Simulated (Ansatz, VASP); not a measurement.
# GaP2: VASP beside Ansatz

```
CELL_PARAMETERS angstrom
4.95951 0.00000 0.00000
0.00000 6.12622 0.00000
0.00000 0.00000 3.64159
ATOMIC_POSITIONS crystal
Ga 0.50000 0.50000 0.50000
Ga 0.00000 0.00000 0.00000
P 0.33414 0.89318 0.50000
P 0.66586 0.10682 0.50000
P 0.83414 0.60682 0.00000
P 0.16586 0.39318 0.00000
```

Alike in both runs: functional PBE; k mesh 6 × 6 × 8; occupations gaussian, width 0.1 eV; no spin polarisation.

Ansatz relaxed the structure, and its values are those at the end. VASP's run is a single point on that final structure, the one shown.

|  | VASP | Ansatz |
| --- | --- | --- |
| version | VASP 6.6.1 | Ansatz 0.2.0 |
| potentials or method | VASP PAW PBE potentials, release 64 (Ga_d, P), cutoff 520 eV | scalar-relativistic, plane waves, PAW |
| valence electrons in the cell | 46 | 46 |

Ansatz gave:

```
gap on the k mesh at the Fermi level (eV) : none
pressure (GPa)                            : 0.0
rms of the force components (eV/Å)        : 0.002
```

Problem. Which values does VASP return?

Solution. gap on the k mesh at the Fermi level (eV): none; pressure (GPa): -0.1; rms of the force components (eV/Å): 0.026.

A gap of «none» marks a metal or a gap that the smearing closes.
